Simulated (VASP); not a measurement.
# GaAs (F-43m) in VASP: notebook

Runs on GaAs. Level: LDA. Tasks: single point.

Program: VASP 6.6.1. These are calculated values, not measurements. Logs are shortened: lines on timing, memory, paths and dates and some standing lists are left out, and cuts for length are marked.

## (1) The cell of the first run

It takes space group F-43m (No. 216, cubic). Conventional cell: a = 5.538 Å, b = 5.538 Å, c = 5.538 Å, α = 90.00°, β = 90.00°, γ = 90.00°. Within 3.2 Å of Ga (site symmetry -43m) lie 4 As at 2.40 Å. As (site symmetry -43m) has 4 Ga at 2.40 Å within 3.2 Å.

## (2) Single point, LDA (volume scaled by 0.94)

Input file INCAR:

```
PREC = Accurate
ENCUT = 520
EDIFF = 1E-6
ISMEAR = -1
SIGMA = 0.05
LREAL = F
LASPH = T
NELM = 100
ALGO = Normal
ISIF = 2
LWAVE = F
LCHARG = F
NBANDS = 16
```

Input file KPOINTS:

```
regular mesh
0
Gamma
  11 11 11
```

Input file POSCAR:

```
GaAs
1.0
    0.0000000000      2.7691429914      2.7691429914
    2.7691429914      0.0000000000      2.7691429914
    2.7691429914      2.7691429914      0.0000000000
Ga As
1 1
Direct
    0.0000000000      0.0000000000      0.0000000000
    0.7500000000      0.7500000000      0.7500000000
```

Potentials or basis: VASP PAW LDA potentials, release 64 (Ga_d, As).

On the command line:

```bash
cat potpaw_LDA.64/Ga_d/POTCAR potpaw_LDA.64/As/POTCAR > POTCAR
mpirun -np 1 vasp_std > vasp.out
```

OUTCAR:

```text
PREC = Accurate
   ENCUT = 520
   EDIFF = 1E-6
   ISMEAR = -1
   LREAL = F
   LASPH = T
   NELM = 100
   ISIF = 2

 ion  position               nearest neighbor table
   1  0.000  0.000  0.000-   2 2.40   2 2.40   2 2.40   2 2.40
   2  0.750  0.750  0.750-   1 2.40   1 2.40   1 2.40   1 2.40

  LATTYP: Found a face centered cubic cell.
 ALAT       =     5.5382859828

  Lattice vectors:

 A1 = (   0.0000000000,   2.7691429914,   2.7691429914)
 A2 = (   2.7691429914,   0.0000000000,   2.7691429914)
 A3 = (   2.7691429914,   2.7691429914,   0.0000000000)

Analysis of symmetry for initial positions (statically):
=====================================================================
 Subroutine PRICEL returns:
 Original cell was already a primitive cell.

 Routine SETGRP: Setting up the symmetry group for a
 face centered cubic supercell.

 Subroutine GETGRP returns: Found 24 space group operations
 (whereof 24 operations were pure point group operations)
 out of a pool of 48 trial point group operations.

The static configuration has the point symmetry T_d .

Analysis of symmetry for dynamics (positions and initial velocities):
=====================================================================
 Subroutine PRICEL returns:
 Original cell was already a primitive cell.

 Routine SETGRP: Setting up the symmetry group for a
 face centered cubic supercell.

 Subroutine GETGRP returns: Found 24 space group operations
 (whereof 24 operations were pure point group operations)
 out of a pool of 48 trial point group operations.

The dynamic configuration has the point symmetry T_d .

 Subroutine INISYM returns: Found 24 space group operations
 (whereof 24 operations are pure point group operations),
 and found     1 'primitive' translations

----------------------------------------------------------------------------------------

                                     Primitive cell

  volume of cell :      42.4684

  direct lattice vectors                    reciprocal lattice vectors
     0.000000000  2.769142991  2.769142991    -0.180561279  0.180561279  0.180561279
     2.769142991  0.000000000  2.769142991     0.180561279 -0.180561279  0.180561279
     2.769142991  2.769142991  0.000000000     0.180561279  0.180561279 -0.180561279

  length of vectors
     3.916159575  3.916159575  3.916159575     0.312741309  0.312741309  0.312741309

  position of ions in fractional coordinates (direct lattice)
     0.000000000  0.000000000  0.000000000
     0.750000000  0.750000000  0.750000000

  ion indices of the primitive-cell ions
   primitive index   ion index
                 1           1
                 2           2

----------------------------------------------------------------------------------------

 KPOINTS: regular mesh

Automatic generation of k-mesh.
 Grid dimensions read from file:
 generate k-points for:   11   11   11

 Generating k-lattice:

  Cartesian coordinates                     Fractional coordinates (reciprocal lattice)
    -0.016414662  0.016414662  0.016414662     0.090909091  0.000000000  0.000000000
     0.016414662 -0.016414662  0.016414662     0.000000000  0.090909091  0.000000000
     0.016414662  0.016414662 -0.016414662     0.000000000  0.000000000  0.090909091

  Length of vectors
     0.028431028  0.028431028  0.028431028

  Shift w.r.t. Gamma in fractional coordinates (k-lattice)
     0.000000000  0.000000000  0.000000000

 Subroutine IBZKPT returns following result:
 ===========================================

 Found     56 irreducible k-points:

 Following reciprocal coordinates:
            Coordinates               Weight
  0.000000  0.000000  0.000000      1.000000
  0.090909  0.000000  0.000000      8.000000
  0.181818  0.000000  0.000000      8.000000
  0.272727  0.000000  0.000000      8.000000
  0.363636  0.000000  0.000000      8.000000
  0.454545  0.000000  0.000000      8.000000
[... 16 lines left out ...]
 -0.272727  0.181818  0.000000     24.000000
 -0.181818  0.181818  0.000000     12.000000
 [... further k-points ...]
   k-points           NKPTS =     56   k-points in BZ     NKDIM =     56   number of bands    NBANDS=     16
   number of dos      NEDOS =    301   number of ions     NIONS =      2
   total plane-waves  NPLWV =  27000
   dimension x,y,z NGX =    30 NGY =   30 NGZ =   30
   dimension x,y,z NGXF=    60 NGYF=   60 NGZF=   60
   ions per type =               1   1
   NGX,Y,Z   is equivalent  to a cutoff of  12.74, 12.74, 12.74 a.u.
   NGXF,Y,Z  is equivalent  to a cutoff of  25.47, 25.47, 25.47 a.u.
 SYSTEM =  unknown system
   PREC   = accura    normal or accurate (medium, high low for compatibility)
   ISTART =      0    job   : 0-new  1-cont  2-samecut
   ICHARG =      2    charge: 1-file 2-atom 10-const
   ISPIN  =      1    spin polarized calculation?
   LNONCOLLINEAR =      F non collinear calculations
   LSORBIT =      F    spin-orbit coupling
   LASPH  =      T    aspherical Exc in radial PAW
   ENCUT  =  520.0 eV  38.22 Ry    6.18 a.u.   7.28  7.28  7.28*2*pi/ulx,y,z
   NELM   =    100;   NELMIN=  2; NELMDL= -5     # of ELM steps
   EDIFF  = 0.1E-05   stopping-criterion for ELM
   LREAL  =      F    real-space projection
   EDIFFG = 0.1E-04   stopping-criterion for IOM
   NSW    =      0    number of steps for IOM
   IBRION =     -1    ionic relax: 0-MD 1-quasi-New 2-CG
   NFREE  =      0    steps in history (QN), initial steepest desc. (CG)
   ISIF   =      2    stress and relaxation
   ISYM   =      2    0-nonsym 1-usesym 2-fastsym
   POTIM  = 0.5000    time-step for ionic-motion
   TEBEG  =    0.0;   TEEND  =   0.0 temperature during run
   PSTRESS=    0.0 pullay stress
   NELECT =      18.0000    total number of electrons
   NUPDOWN=      -1.0000    fix difference up-down
   EMIN   =  10.00;   EMAX   =-10.00  energy-range for DOS
   EFERMI =   0.00;   METHOD = LEGACY
   ISMEAR =    -1;   SIGMA  =   0.05  broadening in eV -4-tet -1-fermi 0-gaus
   EFERMI_NEDOS =   21; number of points for ismear=-14 and -15
   IALGO  =     38    algorithm
   IMIX   =      4    mixing-type and parameters
     AMIX     =   0.40;   BMIX     =  1.00
     AMIX_MAG =   1.60;   BMIX_MAG =  1.00
  volume/ion in A,a.u.               =      21.23       143.30
  Fermi-wavevector in a.u.,A,eV,Ry     =   1.229731  2.323856 20.575267  1.512239
  Thomas-Fermi vector in A             =   2.364607
   LORBIT       =      0    0 simple, 1 ext, 2 COOP (PROOUT), +10 PAW based schemes
   GGA     = CA    functional components
   LHFCALC =     F    Hartree Fock is set to
   AEXX    =    0.0000 exact exchange contribution
   IVDW    =     0    specifies the selected vdW correction
   LEPSILON=     F    determine dielectric tensor
   LRPA    =     F    only Hartree local field effects (RPA)
 non-spin polarized calculation
  energy-cutoff  :      520.00
  volume of cell :       42.47
 maximum number of plane-waves:      1167
 NGX is ok and might be reduce to    30
   NGX = 15   NGY = 15   NGZ = 15

 number of electron      18.0000010 magnetization

 Free energy of the ion-electron system (eV)
  ---------------------------------------------------
  ext. energy  EPLUGINS =         0.00000000
  ---------------------------------------------------
  free energy    TOTEN  =        -9.62548467 eV

  energy without entropy =       -9.62548368  energy(sigma->0) =       -9.62548417

 E-fermi :   4.8504     XC(G=0): -10.1882

 val. band max:        4.4114918122   @ k =   0.0000   0.0000   0.0000
 cond. band min:       5.2179145569   @ k =   0.0000   0.0000   0.0000
 fundamental gap:      0.8064227447
 Fermi energy:         4.8503831257

 k-point     1 :       0.0000    0.0000    0.0000
  band No.  band energies     occupation
      1     -10.6417      2.00000
      2     -10.6417      2.00000
      3     -10.6417      2.00000
      4     -10.5473      2.00000
      5     -10.5473      2.00000
      6      -8.8148      2.00000
[... 8 lines left out ...]
     15      14.7404      0.00000
     16      14.7404      0.00000

 k-point     2 :       0.0909    0.0000    0.0000
  band No.  band energies     occupation
      1     -10.6514      2.00000
      2     -10.6393      2.00000
      3     -10.6393      2.00000
      4     -10.5474      2.00000
      5     -10.5474      2.00000
      6      -8.7083      2.00000
[... 8 lines left out ...]
     15      14.0478      0.00000
     16      14.0478      0.00000

 k-point     3 :       0.1818    0.0000    0.0000
  band No.  band energies     occupation
      1     -10.6753      2.00000
      2     -10.6333      2.00000
      3     -10.6333      2.00000
      4     -10.5475      2.00000
      5     -10.5475      2.00000
      6      -8.4000      2.00000
[... 8 lines left out ...]
     15      13.4719      0.00000
     16      13.4719      0.00000

 k-point     4 :       0.2727    0.0000    0.0000
  band No.  band energies     occupation
      1     -10.7032      2.00000
      2     -10.6264      2.00000
      3     -10.6264      2.00000
      4     -10.5467      2.00000
      5     -10.5467      2.00000
      6      -7.9253      2.00000
[... 8 lines left out ...]
     15      13.6352      0.00000
     16      13.6352      0.00000

 k-point     5 :       0.3636    0.0000    0.0000
  band No.  band energies     occupation
      1     -10.7263      2.00000
      2     -10.6211      2.00000
      3     -10.6211      2.00000
      4     -10.5447      2.00000
      5     -10.5447      2.00000
      6      -7.3653      2.00000
[... 8 lines left out ...]
     15      14.6004      0.00000
     16      14.6004      0.00000

 k-point     6 :       0.4545    0.0000    0.0000
  band No.  band energies     occupation
      1     -10.7391      2.00000
      2     -10.6186      2.00000
      3     -10.6186      2.00000
      4     -10.5429      2.00000
      5     -10.5429      2.00000
      6      -6.9211      2.00000
[... 8 lines left out ...]
     15      16.0536      0.00000
     16      16.0536      0.00000

 k-point     7 :       0.0909    0.0909    0.0000
  band No.  band energies     occupation
      1     -10.6568      2.00000
      2     -10.6371      2.00000
      3     -10.6371      2.00000
      4     -10.5492      2.00000
      5     -10.5461      2.00000
      6      -8.6729      2.00000
[... 8 lines left out ...]
     15      13.1790      0.00000
     16      14.8778      0.00000

 k-point     8 :       0.1818    0.0909    0.0000
  band No.  band energies     occupation
      1     -10.6760      2.00000
      2     -10.6323      2.00000
      3     -10.6311      2.00000
      4     -10.5511      2.00000
      5     -10.5450      2.00000
      6      -8.4321      2.00000
[... 8 lines left out ...]
     15      13.7521      0.00000
     16      14.5061      0.00000

 k-point     9 :       0.2727    0.0909    0.0000
  band No.  band energies     occupation
      1     -10.7006      2.00000
      2     -10.6265      2.00000
      3     -10.6239      2.00000
      4     -10.5518      2.00000
      5     -10.5438      2.00000
      6      -8.0115      2.00000
[... 8 lines left out ...]
     15      14.1652      0.00000
     16      14.4569      0.00000
[... 172 lines left out ...]
 k-point    19 :       0.3636    0.1818    0.0000
  band No.  band energies     occupation
      1     -10.7301      2.00000
      2     -10.6141      2.00000
      3     -10.6105      2.00000
      4     -10.5589      2.00000
      5     -10.5397      2.00000
      6      -7.4132      2.00000
[... 8 lines left out ...]
     15      15.5184      0.00000
     16      15.9354      0.00000

 k-point    20 :       0.4545    0.1818    0.0000
  band No.  band energies     occupation
      1     -10.7427      2.00000
      2     -10.6125      2.00000
      3     -10.6071      2.00000
      4     -10.5560      2.00000
      5     -10.5398      2.00000
      6      -6.8878      2.00000
[... 8 lines left out ...]
     15      16.2024      0.00000
     16      16.9376      0.00000

 k-point    21 :      -0.4545    0.1818    0.0000
  band No.  band energies     occupation
      1     -10.7471      2.00000
      2     -10.6126      2.00000
      3     -10.6069      2.00000
      4     -10.5516      2.00000
      5     -10.5423      2.00000
      6      -6.5828      2.00000
[... 8 lines left out ...]
     15      15.6965      0.00000
     16      15.9729      0.00000

 k-point    22 :      -0.3636    0.1818    0.0000
  band No.  band energies     occupation
      1     -10.7423      2.00000
      2     -10.6138      2.00000
      3     -10.6097      2.00000
      4     -10.5478      2.00000
      5     -10.5465      2.00000
      6      -6.7556      2.00000
[... 8 lines left out ...]
     15      14.1690      0.00000
     16      16.0378      0.00000

 k-point    23 :      -0.2727    0.1818    0.0000
  band No.  band energies     occupation
      1     -10.7293      2.00000
      2     -10.6162      2.00000
      3     -10.6156      2.00000
      4     -10.5501      2.00000
      5     -10.5457      2.00000
      6      -7.2465      2.00000
[... 8 lines left out ...]
     15      14.9934      0.00000
     16      16.8844      0.00000

 k-point    24 :      -0.1818    0.1818    0.0000
  band No.  band energies     occupation
      1     -10.7107      2.00000
      2     -10.6234      2.00000
      3     -10.6204      2.00000
      4     -10.5513      2.00000
      5     -10.5450      2.00000
      6      -7.7658      2.00000
[... 8 lines left out ...]
     15      14.7903      0.00000
     16      15.5619      0.00000

 [... further k-points ...]
[... 5 lines left out ...]
  --------------------------------------------------------------------------------------
  -------------------------------------------------------------------------------------
  Total        0.8474450      0.8474450      0.8474450      0.0000000      0.0000000      0.0000000
  in kB       31.9709827     31.9709827     31.9709827      0.0000000      0.0000000      0.0000000
  external PRESSURE =      31.9709827 kB  Pullay stress =       0.0000000 kB

 VOLUME and BASIS-vectors are now :
 -----------------------------------------------------------------------------
  energy-cutoff  :      520.00
  volume of cell :       42.47
      direct lattice vectors                 reciprocal lattice vectors
     0.000000000  2.769142991  2.769142991    -0.180561279  0.180561279  0.180561279
     2.769142991  0.000000000  2.769142991     0.180561279 -0.180561279  0.180561279
     2.769142991  2.769142991  0.000000000     0.180561279  0.180561279 -0.180561279

 POSITION                                       TOTAL-FORCE (eV/Angst)
 -----------------------------------------------------------------------------------
      0.00000      0.00000      0.00000         0.000000     -0.000000      0.000000
      4.15371      4.15371      4.15371        -0.000000      0.000000     -0.000000
 -----------------------------------------------------------------------------------
    total drift:                                0.000000      0.000000      0.000000

  FREE ENERGIE OF THE ION-ELECTRON SYSTEM (eV)
  ---------------------------------------------------
  free  energy   TOTEN  =        -9.6254846666 eV

  energy  without entropy=       -9.6254836786  energy(sigma->0) =       -9.62548417
```

Wall time 59 s (1 thread of AMD EPYC 7R13, shared host); peak memory 0.14 GiB.

What came out:

```yaml
Free_energy: -9.6255 eV
Pressure: 3.2 GPa
Band_gap_on_the_k_mesh: 0.81 eV, direct
```

Levels at points of the mesh, in eV from the valence-band top:
```csv
k point,band 7,band 8,band 9,band 10,band 11,band 12
"(0.00, 0.00, 0.00)",0.00,0.00,0.00,0.81,3.69,3.69
```

 A k mesh can miss the band edges.

## (3) Single point, LDA (volume scaled by 0.98)

Input file INCAR:

```
ALGO = Normal ; EDIFF = 1E-7
ENCUT = 520 ; GGA = CA
ISIF = 2 ; ISMEAR = -1
LASPH = True ; LCHARG = False
LREAL = False ; LWAVE = False
NBANDS = 16 ; NELM = 80
PREC = Accurate ; SIGMA = 0.05
```

Input file KPOINTS:

```
k-points
0
Gamma
  11 11 11
```

Input file POSCAR:

```
GaAs
1.0
    0.0000000000      2.8078772807      2.8078772807
    2.8078772807      0.0000000000      2.8078772807
    2.8078772807      2.8078772807      0.0000000000
Ga As
1 1
Direct
    0.0000000000      0.0000000000      0.0000000000
    0.7500000000      0.7500000000      0.7500000000
```

Potentials or basis: VASP PAW LDA potentials, release 64 (Ga_d, As).

On the command line:

```bash
cat potpaw_LDA.64/Ga_d/POTCAR potpaw_LDA.64/As/POTCAR > POTCAR
mpirun -np 1 vasp_std > vasp.out
```

Run time: 77 s. Hardware: 1 thread of AMD EPYC 7R13, shared host; peak memory 0.14 GiB.

It converged, with:

```yaml
Free_energy: -9.6418 eV
Pressure: -0.2 GPa
Band_gap_on_the_k_mesh: 0.48 eV, direct
```

Levels at points of the mesh, in eV from the valence-band top:
```tsv
k point	band 5	band 6	band 7	band 8	band 9	band 10	band 11	band 12	band 13	band 14
(0.00, 0.00, 0.00)	-14.88	-12.91	0.00	0.00	0.00	0.48	3.68	3.68	3.68	7.41
```

## (4) Single point, LDA (volume scaled by 1.01)

Input file INCAR:

```
SYSTEM = GaAs
ALGO = Normal
EDIFF = 1E-7
ENCUT = 520
ISIF = 2
ISMEAR = -1
LASPH = .TRUE.
LCHARG = .FALSE.
LREAL = .FALSE.
LWAVE = .FALSE.
NBANDS = 16
NELM = 80
PREC = Accurate
SIGMA = 0.05
```

Input file KPOINTS:

```
k-points
0
G
  11 11 11
  0 0 0
```

Input file POSCAR:

```
GaAs
1.0
    0.0000000000      2.8362415972      2.8362415972
    2.8362415972      0.0000000000      2.8362415972
    2.8362415972      2.8362415972      0.0000000000
Ga As
1 1
Direct
    0.0000000000      0.0000000000      0.0000000000
    0.7500000000      0.7500000000      0.7500000000
```

On the command line:

```bash
cat potpaw_LDA.64/Ga_d/POTCAR potpaw_LDA.64/As/POTCAR > POTCAR
mpirun -np 1 vasp_std > vasp.out
```

Wall time 57 s (1 thread of AMD EPYC 7R13, shared host); peak memory 0.15 GiB.

Results (log left out):

* Free energy: -9.6314 eV
* Pressure: -2.2 GPa
* Band gap on the k mesh: 0.26 eV, direct

Levels at points of the mesh, in eV from the valence-band top:
| k point | band 7 | band 8 | band 9 | band 10 | band 11 | band 12 |
| --- | --- | --- | --- | --- | --- | --- |
| (0.00, 0.00, 0.00) | 0.00 | 0.00 | 0.00 | 0.26 | 3.67 | 3.67 |

## (5) Summary

| cell | gap on the mesh (eV) | pressure (GPa) |
| --- | --- | --- |
| a = 3.916 Å, angles 60.0°, 2 atoms | 0.81 | 3.2 |
| a = 3.971 Å, angles 60.0°, 2 atoms | 0.48 | -0.2 |
| a = 4.011 Å, angles 60.0°, 2 atoms | 0.26 | -2.2 |

Alike in all rows: task single point; level LDA; potentials or basis VASP PAW LDA potentials, release 64 (Ga_d, As); no spin polarisation; k mesh 11 × 11 × 11; cutoff (eV) 520; smearing fermi-dirac 0.05 eV.

Total energies depend on the potentials used, so only differences within one code and one set of settings carry meaning.
